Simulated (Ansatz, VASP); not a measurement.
# One calculation of TiC, two programs

```
CELL_PARAMETERS angstrom
0.00000 2.16400 2.18564
2.16400 0.00000 2.18564
2.16400 2.16400 0.00000
ATOMIC_POSITIONS crystal
Ti 0.00000 0.00000 0.00000
C 0.50000 0.50000 0.50000
```

Change from the starting cell: z stretched by +1 %, ions relaxed.

Alike in both runs: functional PBE; k mesh 18 × 18 × 18; occupations fermi-dirac, width 0.05 eV; no spin polarisation.

Ansatz relaxed the structure, and its values are those at the end. VASP's run is a single point on that final structure, the one shown.

|  | VASP | Ansatz |
| --- | --- | --- |
| version | VASP 6.6.1 | Ansatz 0.2.0 |
| potentials or method | VASP PAW PBE potentials, release 64 (Ti_sv, C) | plane-wave PAW, scalar-relativistic |
| plane-wave cutoff (eV) | 520 | 420 |
| valence electrons in the cell | 16 | 16 |

|  | VASP | Ansatz | Ansatz less VASP |
| --- | --- | --- | --- |
| pressure (GPa) | -1.4 | -1.6 | -0.15 |

With one functional, cell and mesh, what is left measures potentials, basis and numerics. Ansatz's warnings: stress scf threshold loose.
